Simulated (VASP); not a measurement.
Input of a VASP 6.6.1 run:

Contents of POSCAR:

```
LiCl
1.0
    4.0990293417      0.0000000000      0.0000000000
   -2.0495146709      3.5498635407      0.0000000000
    0.0000000000      0.0000000000      5.3049493222
Li Cl
2 2
Direct
    0.3333333333      0.6666666667      0.2500000000
    0.6666666667      0.3333333333      0.7500000000
    0.6666666667      0.3333333333      0.2500000000
    0.3333333333      0.6666666667      0.7500000000
```

Contents of INCAR.step1:

```
ALGO = Normal
EDIFF = 1E-4
ENCUT = 520
GGA = PE
ISMEAR = 0
LASPH = T
LCHARG = F
LREAL = F
LWAVE = T
NBANDS = 18
NELM = 100
PREC = Accurate
SIGMA = 0.01
```

Contents of INCAR.step2:

```
ALGO = Normal
EDIFF = 1E-6
ENCUT = 520
ISIF = 2
ISMEAR = 0
ISTART = 1
LASPH = T
LCHARG = F
LMIXTAU = T
LREAL = F
LWAVE = F
METAGGA = R2SCAN
NBANDS = 18
NELM = 100
PREC = Accurate
SIGMA = 0.01
```

File KPOINTS:

```
k-points
0
Gamma
  12 12 6
```

Potentials or basis: VASP PAW PBE potentials, release 64 (Li_sv, Cl).

Launch:

```sh
$ cat potpaw_PBE.64/Li_sv/POTCAR potpaw_PBE.64/Cl/POTCAR > POTCAR
$ cp INCAR.step1 INCAR
$ mpirun -np 1 vasp_std > vasp.out
$ cp INCAR.step2 INCAR
$ mpirun -np 1 vasp_std > vasp.out
```

Problem. Estimate the band gap on the k mesh.

Solution. 6.38 eV.

Caveat: the cell differs from its parent crystal (epitaxial xy strain -1.5%). A k mesh can miss the band edges.
